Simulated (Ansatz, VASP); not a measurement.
One calculation of Mo, two programs

```
Mo
1.0
     2.77020    0.00000    0.00000
    -1.38510    2.39906    0.00000
     0.00000    0.00000    2.52594
Mo
1
Direct
  0.00000 0.00000 0.50000
```

Alike in both runs: functional PBE; k mesh 18 × 18 × 16; occupations gaussian, width 0.1 eV; no spin polarisation.

Ansatz relaxed the structure, and its values are those at the end. VASP's run is a single point on that final structure, the one shown.

|  | VASP | Ansatz |
| --- | --- | --- |
| version | VASP 6.6.1 | Ansatz 0.2.0 |
| potentials or method | VASP PAW PBE potentials, release 64 (Mo_sv), cutoff 520 eV | scalar-relativistic, plane waves, PAW |
| valence electrons in the cell | 14 | 14 |

|  | VASP | Ansatz | Ansatz less VASP |
| --- | --- | --- | --- |
| gap on the k mesh at the Fermi level (eV) | none | none | - |
| pressure (GPa) | 0.5 | 0.0 | -0.50 |

A gap of «none» marks a metal or a gap that the smearing closes.
